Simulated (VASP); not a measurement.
The system is Si3Sn.

```xyz
8
Lattice="5.1603 0.0000 0.0000 0.0000 5.1603 0.0000 0.0000 0.0000 5.1603" Properties=species:S:1:pos:R:3 pbc="T T T"
Si    1.2901    0.0000    2.5802
Si    2.5802    3.8702    0.0000
Si    3.8702    0.0000    2.5802
Si    2.5802    1.2901    0.0000
Si    0.0000    2.5802    3.8702
Si    0.0000    2.5802    1.2901
Sn    0.0000    0.0000    0.0000
Sn    2.5802    2.5802    2.5802
```

The cell was built from a structure type or drawn by symmetry, and may not be a known phase.

```yaml
Program: VASP 6.6.1
Task: relaxation of cell and atoms
Functional: PBE
Potentials_or_basis: VASP PAW PBE potentials, release 64 (Si, Sn_d)
Cutoff: 600 eV
k_mesh: 4 × 4 × 4
Occupations: gaussian, width 0.1 eV
Spin: no spin polarisation
```

At the start: pressure 7.3 GPa; volume 17.18 Å³/atom.

Q: Where does the relaxation end?

A: Over 3 steps the energy falls by 31.6 meV/atom and the volume is 18.68 Å³/atom (+8.8 %); space group Pm-3n (No. 223, to 0.1 Å) before and after.

Step by step:
```
step  energy change (eV)  largest force (eV/Å)  pressure (GPa)  volume (Å³)
   1              0.0000                0.0000            7.29       137.41
   2             -0.2305                0.0000           -1.74       153.54
   3             -0.2530                0.0000            0.02       149.46
```

Final structure:
```yaml
crystal:
  lattice:
    - [5.30691, 0.00000, 0.00000]
    - [0.00000, 5.30691, 0.00000]
    - [0.00000, 0.00000, 5.30691]
  atoms:
    - { symbol: Si, position: [0.25000, 0.00000, 0.50000] }
    - { symbol: Si, position: [0.50000, 0.75000, 0.00000] }
    - { symbol: Si, position: [0.75000, 0.00000, 0.50000] }
    - { symbol: Si, position: [0.50000, 0.25000, 0.00000] }
    - { symbol: Si, position: [0.00000, 0.50000, 0.75000] }
    - { symbol: Si, position: [0.00000, 0.50000, 0.25000] }
    - { symbol: Sn, position: [0.00000, 0.00000, 0.00000] }
    - { symbol: Sn, position: [0.50000, 0.50000, 0.50000] }
```
